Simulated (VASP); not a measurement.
A run of VASP 6.6.1 is set up as follows.

File INCAR:

```
PREC = Accurate
ENCUT = 520
EDIFF = 1E-8
ISMEAR = -1
SIGMA = 0.03
LREAL = F
LASPH = T
NELM = 120
ALGO = Normal
ISIF = 2
LWAVE = F
LCHARG = F
LEFG = T
NBANDS = 19
GGA_COMPAT = F
```

File KPOINTS:

```
regular mesh
0
Gamma
  10 10 10
```

The input POSCAR:

```
CaF2
1.0
    0.0000000000      2.7221153164      2.7221153164
    2.7221153164      0.0000000000      2.7221153164
    2.7221153164      2.7221153164      0.0000000000
Ca F
1 2
Direct
    0.0000000000      0.0000000000      0.0000000000
    0.2500000000      0.2500000000      0.2500000000
    0.7500000000      0.7500000000      0.7500000000
```

Potentials or basis: VASP PAW LDA potentials, release 64 (Ca_sv, F).

Launch:

```sh
$ cat potpaw_LDA.64/Ca_sv/POTCAR potpaw_LDA.64/F/POTCAR > POTCAR
$ mpirun -np 1 vasp_std > vasp.out
```

(1) Estimate the pressure.

(2) What does it give for the band gap on the k mesh?

Answers

(1) -5.3 GPa.

(2) 6.96 eV (least direct gap 7.22 eV).

Caveat: the cell stands under tension.
